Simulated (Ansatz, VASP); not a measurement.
MgCd2SO2: VASP beside Ansatz

```
Mg Cd S O
1.0
     4.57020    0.00000    0.00000
     0.00000    3.80909    0.00000
     0.00000    0.00000    5.70068
Mg Cd S O
1 2 1 2
Direct
  0.50000 0.50000 0.50000
  0.00000 0.00000 0.74598
  0.00000 0.00000 0.25402
  0.50000 0.50000 0.00000
  0.50000 0.00000 0.50000
  0.00000 0.50000 0.00000
```

Change from the starting cell: species swapped into the LiCa2NiN2 type (Pmmm, No. 47).

Alike in both runs: functional PBE; k mesh 8 × 10 × 8; occupations gaussian, width 0.1 eV; no spin polarisation.

Ansatz relaxed the structure, and its values are those at the end. VASP's run is a single point on that final structure, the one shown.

|  | VASP | Ansatz |
| --- | --- | --- |
| version | VASP 6.6.1 | Ansatz 0.2.0 |
| potentials or method | VASP PAW PBE potentials, release 64 (Mg, Cd, S, O), cutoff 520 eV | scalar-relativistic, plane waves, PAW |
| valence electrons in the cell | 44 | 68 |

VASP gave:

| Quantity | Value |
| --- | --- |
| gap on the k mesh at the Fermi level (eV) | none |
| pressure (GPa) | 0.2 |
| rms of the force components (eV/Å) | 0.013 |

Question: Estimate Ansatz's values.

Answer: gap on the k mesh at the Fermi level (eV): none; pressure (GPa): 0.0; rms of the force components (eV/Å): 0.001.

A gap of «none» marks a metal or a gap that the smearing closes. VASP's potentials hold 44 valence electrons a cell and Ansatz's 68, so a difference there can come from the potentials and not from the codes.
